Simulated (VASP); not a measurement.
# LiH in VASP: a series of runs, part 2 of 2

VASP 6.6.1. The steps go on from the part before.

**3. G0W0 quasiparticle levels, PBE**

This run uses another cell than the first one, of 8.06 Å³/atom.

POSCAR

```
LiH
1.0
    0.0000000000      2.0048678053      2.0048678053
    2.0048678053      0.0000000000      2.0048678053
    2.0048678053      2.0048678053      0.0000000000
Li H
1 1
Direct
    0.0000000000      0.0000000000      0.0000000000
    0.5000000000      0.5000000000      0.5000000000
```

INCAR.step1

```
SYSTEM = LiH
PREC = Accurate ; ENCUT = 500
EDIFF = 1E-8 ; ISMEAR = 0
SIGMA = 0.01 ; LREAL = .False.
LASPH = .True. ; NELM = 60
ALGO = Normal ; LWAVE = .True.
LCHARG = .False. ; GGA = PE
```

INCAR.step2

```
SYSTEM = LiH
PREC = Accurate ; ENCUT = 500
EDIFF = 1E-8 ; ISMEAR = 0
SIGMA = 0.01 ; LREAL = .False.
LASPH = .True. ; NELM = 1
ALGO = Exact ; LWAVE = .True.
LCHARG = .False. ; GGA = PE
NBANDS = 68 ; LOPTICS = .True.
ISTART = 1
```

INCAR.step3

```
SYSTEM = LiH
PREC = Accurate ; ENCUT = 500
EDIFF = 1E-8 ; ISMEAR = 0
SIGMA = 0.01 ; LREAL = .False.
LASPH = .True. ; ALGO = EVGW0
LWAVE = .False. ; LCHARG = .False.
GGA = PE ; NELMGW = 1
NBANDS = 68 ; ENCUTGW = 150.0
NOMEGA = 96 ; PRECFOCK = Fast
ISTART = 1 ; NBANDSGW = 9
OMEGAMAX = 20
```

KPOINTS

```
regular mesh
0
Gamma
  6 6 6
  0 0 0
```

Potentials or basis: VASP PAW PBE potentials, release 64 (Li_GW, H_GW).

Started as:

```
cat potpaw_PBE.64/Li_GW/POTCAR potpaw_PBE.64/H_GW/POTCAR > POTCAR
cp INCAR.step1 INCAR
mpirun -np 1 vasp_std > vasp.out
cp INCAR.step2 INCAR
mpirun -np 1 vasp_std > vasp.out
cp INCAR.step3 INCAR
mpirun -np 1 vasp_std > vasp.out
```

OUTCAR:

```text
SYSTEM = LiH
   PREC = Accurate
   ENCUT = 500
   EDIFF = 1E-8
   ISMEAR = 0
   LREAL = .False.
   LASPH = .True.
   GGA = PE
   NELMGW = 1
   ENCUTGW = 150.0
   PRECFOCK = Fast
   ISTART = 1

 ion  position               nearest neighbor table
   1  0.000  0.000  0.000-   2 2.00   2 2.00   2 2.00   2 2.00   2 2.00   2 2.00
   2  0.500  0.500  0.500-   1 2.00   1 2.00   1 2.00   1 2.00   1 2.00   1 2.00

  LATTYP: Found a face centered cubic cell.
 ALAT       =     4.0097356106

  Lattice vectors:

 A1 = (   0.0000000000,   2.0048678053,   2.0048678053)
 A2 = (   2.0048678053,   0.0000000000,   2.0048678053)
 A3 = (   2.0048678053,   2.0048678053,   0.0000000000)

Analysis of symmetry for initial positions (statically):
=====================================================================
 Subroutine PRICEL returns:
 Original cell was already a primitive cell.

 Routine SETGRP: Setting up the symmetry group for a
 face centered cubic supercell.

 Subroutine GETGRP returns: Found 48 space group operations
 (whereof 48 operations were pure point group operations)
 out of a pool of 48 trial point group operations.

The static configuration has the point symmetry O_h .

Analysis of symmetry for dynamics (positions and initial velocities):
=====================================================================
 Subroutine PRICEL returns:
 Original cell was already a primitive cell.

 Routine SETGRP: Setting up the symmetry group for a
 face centered cubic supercell.

 Subroutine GETGRP returns: Found 48 space group operations
 (whereof 48 operations were pure point group operations)
 out of a pool of 48 trial point group operations.

The dynamic configuration has the point symmetry O_h .

 Subroutine INISYM returns: Found 48 space group operations
 (whereof 48 operations are pure point group operations),
 and found     1 'primitive' translations

----------------------------------------------------------------------------------------

                                     Primitive cell

  volume of cell :      16.1171

  direct lattice vectors                    reciprocal lattice vectors
     0.000000000  2.004867805  2.004867805    -0.249393002  0.249393002  0.249393002
     2.004867805  0.000000000  2.004867805     0.249393002 -0.249393002  0.249393002
     2.004867805  2.004867805  0.000000000     0.249393002  0.249393002 -0.249393002

  length of vectors
     2.835311241  2.835311241  2.835311241     0.431961350  0.431961350  0.431961350

  position of ions in fractional coordinates (direct lattice)
     0.000000000  0.000000000  0.000000000
     0.500000000  0.500000000  0.500000000

  ion indices of the primitive-cell ions
   primitive index   ion index
                 1           1
                 2           2

----------------------------------------------------------------------------------------

 KPOINTS: regular mesh

Automatic generation of k-mesh.
 Grid dimensions read from file:
 generate k-points for:    6    6    6

 Generating k-lattice:

  Cartesian coordinates                     Fractional coordinates (reciprocal lattice)
    -0.041565500  0.041565500  0.041565500     0.166666667  0.000000000  0.000000000
     0.041565500 -0.041565500  0.041565500     0.000000000  0.166666667  0.000000000
     0.041565500  0.041565500 -0.041565500     0.000000000  0.000000000  0.166666667

  Length of vectors
     0.071993558  0.071993558  0.071993558

  Shift w.r.t. Gamma in fractional coordinates (k-lattice)
     0.000000000  0.000000000  0.000000000

 Subroutine IBZKPT returns following result:
 ===========================================

 Found     16 irreducible k-points:

 Following reciprocal coordinates:
            Coordinates               Weight
  0.000000  0.000000  0.000000      1.000000
  0.166667  0.000000  0.000000      8.000000
  0.333333  0.000000  0.000000      8.000000
  0.500000  0.000000  0.000000      4.000000
  0.166667  0.166667  0.000000      6.000000
  0.333333  0.166667  0.000000     24.000000
[... 8 lines left out ...]
 -0.333333  0.333333  0.166667     24.000000
 -0.333333  0.500000  0.166667     12.000000
   k-points           NKPTS =     16   k-points in BZ     NKDIM =    216   number of bands    NBANDS=     68
   number of dos      NEDOS =    301   number of ions     NIONS =      2
   total plane-waves  NPLWV =  13824
   dimension x,y,z NGX =    24 NGY =   24 NGZ =   24
   dimension x,y,z NGXF=    48 NGYF=   48 NGZF=   48
   ions per type =               1   1
   NGX,Y,Z   is equivalent  to a cutoff of  14.07, 14.07, 14.07 a.u.
   NGXF,Y,Z  is equivalent  to a cutoff of  28.14, 28.14, 28.14 a.u.
 SYSTEM =  LiH
   PREC   = accura    normal or accurate (medium, high low for compatibility)
   ISTART =      1    job   : 0-new  1-cont  2-samecut
   ICHARG =      0    charge: 1-file 2-atom 10-const
   ISPIN  =      1    spin polarized calculation?
   LNONCOLLINEAR =      F non collinear calculations
   LSORBIT =      F    spin-orbit coupling
   LASPH  =      T    aspherical Exc in radial PAW
   ENCUT  =  500.0 eV  36.75 Ry    6.06 a.u.   5.17  5.17  5.17*2*pi/ulx,y,z
   NELM   =     60;   NELMIN=  2; NELMDL=  0     # of ELM steps
   EDIFF  = 0.1E-07   stopping-criterion for ELM
   LREAL  =      F    real-space projection
   EDIFFG = 0.1E-06   stopping-criterion for IOM
   NSW    =      0    number of steps for IOM
   IBRION =     -1    ionic relax: 0-MD 1-quasi-New 2-CG
   NFREE  =      0    steps in history (QN), initial steepest desc. (CG)
   ISIF   =      0    stress and relaxation
   ISYM   =      3    0-nonsym 1-usesym 2-fastsym
   POTIM  = 0.5000    time-step for ionic-motion
   TEBEG  =    0.0;   TEEND  =   0.0 temperature during run
   PSTRESS=    0.0 pullay stress
   NELECT =       2.0000    total number of electrons
   NUPDOWN=      -1.0000    fix difference up-down
   EMIN   =  10.00;   EMAX   =-10.00  energy-range for DOS
   EFERMI =   0.00;   METHOD = LEGACY
   ISMEAR =     0;   SIGMA  =   0.01  broadening in eV -4-tet -1-fermi 0-gaus
   EFERMI_NEDOS =   21; number of points for ismear=-14 and -15
   IALGO  =     38    algorithm
   IMIX   =      4    mixing-type and parameters
     AMIX     =   0.40;   BMIX     =  1.00
     AMIX_MAG =   1.60;   BMIX_MAG =  1.00
  volume/ion in A,a.u.               =       8.06        54.38
  Fermi-wavevector in a.u.,A,eV,Ry     =   0.816562  1.543078  9.072001  0.666773
  Thomas-Fermi vector in A             =   1.926852
   LORBIT       =      0    0 simple, 1 ext, 2 COOP (PROOUT), +10 PAW based schemes
   GGA     = PE    functional components
   LHFCALC =     T    Hartree Fock is set to
   PRECFOCK=fast      Normal, Fast or Accurate (Low or Medium for compatibility)
   ENCUT4O =  -1.0   cutoff for four orbital integrals eV
   NKREDX  =     1    reduce k-point grid by
   NKREDY  =     1    reduce k-point grid by
   NKREDZ  =     1    reduce k-point grid by
   AEXX    =    1.0000 exact exchange contribution
   HFSCREEN=    0.0000 screening length (either q_TF or 0.3 A-1)
   HFSCREENC=   0.0000 screening length for correlation (either q_TF or 0.3 A-1)
   ENCUTFOCK=  -1.0 apply spherical cutoff to Coloumb kernel
   IVDW    =     0    specifies the selected vdW correction
   LEPSILON=     F    determine dielectric tensor
   LRPA    =     F    only Hartree local field effects (RPA)
   LRPAFORCE           =     F    calculate RPA forces
   ENCUTGW             = 150.0    cutoff for response function in eV
   ENCUTGWSOFT         = 120.0    soft cutoff for Coulomb kernel in GW response function in eV
   ENCUTLF             =  -1.0    cutoff for local field effects
   NELMGW              =     1    number of iterations in solving QP/BSE equation
   NELMHF              =     1    number of iterations in the inner HF iteration
   NKREDLFX            =     1    NKREDLFY  =   1   NKREDLFZ  =   1
 non-spin polarized calculation
 Gauss-broadening in eV      SIGMA  =   0.01
  energy-cutoff  :      500.00
  volume of cell :       16.12
 maximum number of plane-waves:       419
 NGX is ok and might be reduce to    24
  NGX = 14; NGY = 14; NGZ = 14
   NGX = 11   NGY = 11   NGZ = 11
 maximum number of plane-waves:        72
 NGX is ok and might be reduce to    14

 QP shifts <psi_nk| G(iteration)W_0 |psi_nk>: iteration 1
 for sc-GW calculations column KS-energies equals QP-energies in previous step
 and V_xc(KS)=  KS-energies - (<T + V_ion + V_H > + <T+V_H+V_ion>^1  + <V_x>^1)

 k-point   1 :       0.0000    0.0000    0.0000
  band No.  KS-energies  QP-energies   sigma(KS)   V_xc(KS)     V^pw_x(r,r')   Z            occupation Imag(sigma)

      1      -8.1173      -9.5951     -11.5522      -9.3395     -15.1809       0.6678       2.0000       0.1948
      2      13.4200      13.9676     -10.4854     -11.2874      -4.1570       0.6828       0.0000      -0.8966
      3      15.2307      16.2368      -6.5985      -7.9533      -1.3764       0.7426       0.0000      -0.5407
      4      15.2307      16.2368      -6.5985      -7.9533      -1.3764       0.7426       0.0000      -0.5407
      5      15.2307      16.2368      -6.5985      -7.9533      -1.3764       0.7426       0.0000      -0.5407
      6      19.9516      20.4009      -6.8184      -7.2538      -1.1001       1.0320       0.0000      -2.2497
      7      19.9516      20.4009      -6.8184      -7.2538      -1.1001       1.0320       0.0000      -2.2497
      8      19.9516      20.4009      -6.8184      -7.2538      -1.1001       1.0320       0.0000      -2.2497
      9      21.5954      22.1856      -6.0242      -6.7580      -0.8177       0.8044       0.0000      -1.8282
[... 186 lines left out ...]
      1      -2.8332      -4.1796     -12.9700     -11.1857     -14.5709       0.7545       2.0000       0.0456
      2       1.3392       1.9723      -6.6055      -7.4104      -3.0893       0.7866       0.0000      -0.0649
      3       4.3577       5.0402      -6.5598      -7.4531      -2.4781       0.7640       0.0000      -0.0911
      4       8.8747       9.5069      -6.8732      -7.7255      -2.1442       0.7418       0.0000      -0.2342
      5      14.8448      15.5894      -7.4321      -8.4479      -1.7560       0.7330       0.0000      -0.7469
      6      17.1810      17.6028      -6.7423      -7.2871      -1.1699       0.7743       0.0000      -1.4689
      7      26.3002      27.5533      -5.9799      -7.3418      -0.8114       0.9201       0.0000      -2.1787
      8      26.5256      28.1815      -6.6991      -8.5662      -1.4323       0.8869       0.0000      -2.3092
      9      33.0364      35.5074      -5.9678      -8.9892      -1.1298       0.8178       0.0000      -2.1328
```

It took 74 s on 1 thread of Intel Xeon 6975P-C (Granite Rapids), shared host; peak memory 0.28 GiB.

What came out:

| Property | Result |
| --- | --- |
| Quasiparticle gap | 4.93 eV |
| Least direct quasiparticle gap | 4.93 eV |
| Band gap of the starting levels on the mesh | 2.98 eV |
| Least direct gap of the starting levels on the mesh | 2.98 eV |

Caveat: the k points lie up to 0.45 Å⁻¹ apart; bands, screening cutoff and mesh are small and nothing is extrapolated, so the quasiparticle values aren't converged.
